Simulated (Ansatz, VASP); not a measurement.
## One calculation of Bi, two programs

```
Bi
1.0
     5.63228    0.00000    0.00000
    -2.81614    4.87770    0.00000
     0.00000    0.00000    3.30876
Bi
3
Direct
  0.00000 0.00000 0.00000
  0.33333 0.66667 0.50000
  0.66667 0.33333 0.50000
```

Alike in both runs: task single point; functional RPBE; k mesh 7 × 7 × 10; occupations fermi-dirac, width 0.1 eV; no spin polarisation.

|  | VASP | Ansatz |
| --- | --- | --- |
| version | VASP 6.6.1 | Ansatz 0.2.0 |
| potentials or method | VASP PAW PBE potentials, release 64 (Bi_d), cutoff 520 eV | plane waves (420 eV) with PAW, scalar-relativistic |
| valence electrons in the cell | 45 | 45 |

VASP gave:

| Property | Result |
| --- | --- |
| pressure (GPa) | 4.7 |
| traceless stress, the component that is largest in VASP (GPa) | 0.92 |

**Question.** Estimate Ansatz's values.

**Answer.** Pressure (GPa): 4.8; traceless stress, the component that is largest in VASP (GPa): 0.94.

VASP's potentials were made for PBE, not for RPBE.

Spin-orbit coupling is off throughout.
